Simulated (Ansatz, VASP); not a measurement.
## Bi: VASP beside Ansatz

The input INCAR:

```
  PREC = Accurate
  ENCUT = 520
  EDIFF = 1E-6
  ISMEAR = -1
  SIGMA = 0.08
  LREAL = F
  LASPH = T
  NELM = 80
  ALGO = Normal
  ISIF = 2
  LWAVE = F
  LCHARG = T
  GGA = PE
  LELF = T
  LVHAR = T
  NBANDS = 14
```

KPOINTS

```
regular mesh
0
Gamma
  13 13 13
```

The input POSCAR:

```
Bi
1.0
   -2.0061503543      2.0061503543      2.0061503543
    2.0061503543     -2.0061503543      2.0061503543
    2.0061503543      2.0061503543     -2.0061503543
Bi
1
Direct
    0.0000000000      0.0000000000      0.0000000000
```

Input for Ansatz:

```yaml
crystal:
  lattice:
    - [-2.0061503543, 2.0061503543, 2.0061503543]
    - [2.0061503543, -2.0061503543, 2.0061503543]
    - [2.0061503543, 2.0061503543, -2.0061503543]
  atoms:
    - { symbol: Bi, position: [0.0, 0.0, 0.0] }
kpoints:
  mp_grid: { grid: [13, 13, 13] }
scf:
  occupations: { method: fermi_dirac, width: 0.08 }
hamiltonian:
  xc: pbe
  pseudopotentials: { kind: all_electron, lapw: { basis_error: 0.00025 } }
output:
  forces: true
  stress: true
  eigenvalues: true
```

Change from the starting cell: volume scaled by 1.02.

Alike in both runs: task single point; functional PBE; k mesh 13 × 13 × 13; occupations fermi-dirac, width 0.08 eV; no spin polarisation.

|  | VASP | Ansatz |
| --- | --- | --- |
| version | VASP 6.6.1 | Ansatz 0.2.0 |
| potentials or method | VASP PAW PBE potentials, release 64 (Bi_d), cutoff 520 eV | all-electron LAPW, scalar-relativistic |

|  | VASP | Ansatz | Ansatz less VASP |
| --- | --- | --- | --- |
| pressure (GPa) | -1.0 | -1.0 | +0.07 |

Ansatz ran all-electron here, and VASP with PAW potentials.

Neither program's run includes spin-orbit coupling.
